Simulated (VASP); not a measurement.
Mg, 1 atom in the cell. Symmetry: Fm-3m, No. 225, cubic system. Conventional cell: a = 4.311 Å, b = 4.311 Å, c = 4.311 Å, α = 90.00°, β = 90.00°, γ = 90.00°. Within 4.0 Å of Mg (site symmetry m-3m) lie 12 Mg at 3.05 Å.  This cell differs from its parent crystal: volume scaled by 0.92.

| Item | Value |
| --- | --- |
| Program | VASP 6.6.1 |
| Task | single point |
| Functional | LDA |
| Potentials or basis | VASP PAW LDA potentials, release 64 (Mg) |
| Cutoff | 520 eV |
| k mesh | 14 × 14 × 14 |
| Occupations | fermi-dirac, width 0.1 eV |
| Spin | no spin polarisation |
| Dipole correction | no |
| Further INCAR settings | ALGO = Normal; EDIFF = 1e-07; NBANDS = 7 |

Potentials or basis: VASP PAW LDA potentials, release 64 (Mg).

The run is started by

```bash
$ cat potpaw_LDA.64/Mg/POTCAR > POTCAR
$ mpirun -np 1 vasp_std > vasp.out
```

Hardware: 1 thread of AMD EPYC 7R13 Processor (Zen 3), with other jobs on the host.

Estimate the wall time of this run.

Run time: 12 s on 1 thread of AMD EPYC 7R13 Processor (Zen 3), on a shared host, peak memory 0.1 GiB. Counts: scf iterations 10, k points 104.
